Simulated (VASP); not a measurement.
# SnTe2: single point with PBE

SnTe2:

```xyz
3
Lattice="0.0000 3.7010 3.7010 3.7010 0.0000 3.7010 3.7010 3.7010 0.0000" Properties=species:S:1:pos:R:3 pbc="T T T"
Sn    0.0000    0.0000    0.0000
Te    1.8505    1.8505    1.8505
Te    5.5516    5.5516    5.5516
```

```json
{"Program": "VASP 6.6.1", "Task": "single point", "Functional": "PBE", "Potentials or basis": "VASP PAW PBE potentials, release 64 (Sn_d, Te)", "Cutoff": "520 eV", "k mesh": "4 × 4 × 4", "Occupations": "fermi-dirac, width 0.02 eV", "Spin": "no spin polarisation"}
```

The pressure is 0.9 GPa and the band gap on the k mesh is zero (band 13 reaches 6.24 eV, above the bottom of band 14 at 4.15 eV).

Levels at points of the mesh, in eV from the Fermi level:
| k point | band 11 | band 12 | band 13 | band 14 | band 15 | band 16 |
| --- | --- | --- | --- | --- | --- | --- |
| (0.00, 0.00, 0.00) | -2.60 | -1.35 | -1.35 | -1.35 | 1.66 | 1.66 |
| (0.50, 0.00, 0.00) | -2.44 | -1.83 | -1.83 | 0.73 | 3.28 | 3.28 |
| (0.50, 0.50, 0.00) | -1.62 | 0.50 | 0.50 | 1.12 | 2.20 | 4.21 |

It took 18 s on 1 thread of Intel(R) Xeon(R) Platinum 8375C CPU @ 2.90GHz (Ice Lake) (shared host), peak memory 0.24 GiB.

Caveat: the k points lie up to 0.37 Å⁻¹ apart; spin-orbit coupling is left out, which moves the levels of the heavy elements.
